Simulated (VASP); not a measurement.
Input of a VASP 6.6.1 run:

The input INCAR:

```
SYSTEM = BN
PREC = Accurate
ENCUT = 520
EDIFF = 1E-8
ISMEAR = -1
SIGMA = 0.02
LREAL = .False.
LASPH = .True.
NELM = 100
ALGO = Normal
ISIF = 2
LWAVE = .False.
LCHARG = .False.
GGA = PE
LEFG = .True.
NBANDS = 16
```

File KPOINTS:

```
regular mesh
0
Gamma
  14 14 5
  0 0 0
```

File POSCAR:

```
BN
1.0
    2.4982400000      0.0000000000      0.0000000000
   -1.2491200000      2.1635393048      0.0000000000
    0.0000000000      0.0000000000      6.6357000000
B N
2 2
Direct
    0.3333333333      0.6666666667      0.2500000000
    0.6666666667      0.3333333333      0.7500000000
    0.3333333333      0.6666666667      0.7500000000
    0.6666666667      0.3333333333      0.2500000000
```

Potentials or basis: VASP PAW PBE potentials, release 64 (B, N).

Launch:

```bash
$ cat potpaw_PBE.64/B/POTCAR potpaw_PBE.64/N/POTCAR > POTCAR
$ mpirun -np 1 vasp_std > vasp.out
```

Estimate the pressure.

5.1 GPa.

Predict the band gap on the k mesh.

4.26 eV, indirect (least direct gap 4.70 eV).

Stress tensor (GPa, compression positive):
```
6.29 0.00 0.00
0.00 6.29 0.00
0.00 0.00 2.84
```

Caveat: without QUAD_EFG the Cq values of the log hold for a quadrupole moment of 1 mb, not for the nuclei; this functional lacks dispersion, which binds the layers, so the pressure and a relaxed spacing across them are unreliable. PBE gaps usually lie below the measured ones, often by a third to a half.
